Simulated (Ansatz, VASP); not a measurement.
**One calculation of TaAlMo3, two programs**

```xyz
5
Lattice="3.4460 0.0000 0.0000 0.0000 3.4460 0.0000 0.0000 0.0000 7.5256" Properties=species:S:1:pos:R:3 pbc="T T T"
Ta    0.0000    0.0000    3.7628
Al    1.7230    1.7230    0.0000
Mo    1.7230    1.7230    2.4814
Mo    1.7230    1.7230    5.0442
Mo    0.0000    0.0000    0.0000
```

Alike in both runs: functional PBE; k mesh 12 × 12 × 6; occupations gaussian, width 0.1 eV; no spin polarisation.

Ansatz relaxed the structure, and its values are those at the end. VASP's run is a single point on that final structure, the one shown.

|  | VASP | Ansatz |
| --- | --- | --- |
| version | VASP 6.6.1 | Ansatz 0.2.0 |
| potentials or method | VASP PAW PBE potentials, release 64 (Ta_pv, Al, Mo_sv), cutoff 520 eV | scalar-relativistic, plane waves, PAW |
| valence electrons in the cell | 56 | 58 |

```csv
,VASP,Ansatz,Ansatz less VASP
gap on the k mesh at the Fermi level (eV),none,none,-
pressure (GPa),0.2,0.0,-0.22
rms of the force components (eV/Å),0.007,0.000,-0.0070
```

A gap of «none» marks a metal or a gap that the smearing closes. VASP's potentials hold 56 valence electrons a cell and Ansatz's 58, so a difference there can come from the potentials and not from the codes.

Neither program's run includes spin-orbit coupling.
